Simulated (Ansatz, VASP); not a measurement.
## Li7Sb in VASP and in Ansatz

```
Li Sb
1.0
     3.87034   -5.56755   -0.04239
     3.87034    5.56755   -0.04239
    -3.88119    0.00000    3.96464
Li Sb
7 1
Direct
  0.50000 0.00000 0.00000
  0.00000 0.50000 0.00000
  0.46708 0.21244 0.57627
  0.78756 0.53292 0.42373
  0.53292 0.78756 0.42373
  0.21244 0.46708 0.57627
  0.00000 0.00000 0.50000
  0.00000 0.00000 0.00000
```

Alike in both runs: functional PBE; k mesh 8 × 8 × 10; occupations gaussian, width 0.1 eV; no spin polarisation.

Ansatz relaxed the structure, and its values are those at the end. VASP's run is a single point on that final structure, the one shown.

```csv
,VASP,Ansatz
version,VASP 6.6.1,Ansatz 0.2.0
potentials or method,"VASP PAW PBE potentials, release 64 (Li_sv, Sb), cutoff 520 eV","scalar-relativistic, plane waves, PAW"
valence electrons in the cell,26,36
```

|  | VASP | Ansatz | Ansatz less VASP |
| --- | --- | --- | --- |
| gap on the k mesh at the Fermi level (eV) | none | none | - |
| rms of the force components (eV/Å) | 0.004 | 0.002 | -0.0017 |

A gap of «none» marks a metal or a gap that the smearing closes. The functional is the same, so the differences come from potentials, cutoffs and numerics. VASP's potentials hold 26 valence electrons a cell and Ansatz's 36, so a difference there can come from the potentials and not from the codes.

Neither program's run includes spin-orbit coupling. Noted on VASP's run: the cutoff is short for stress, so the pressure is rough.
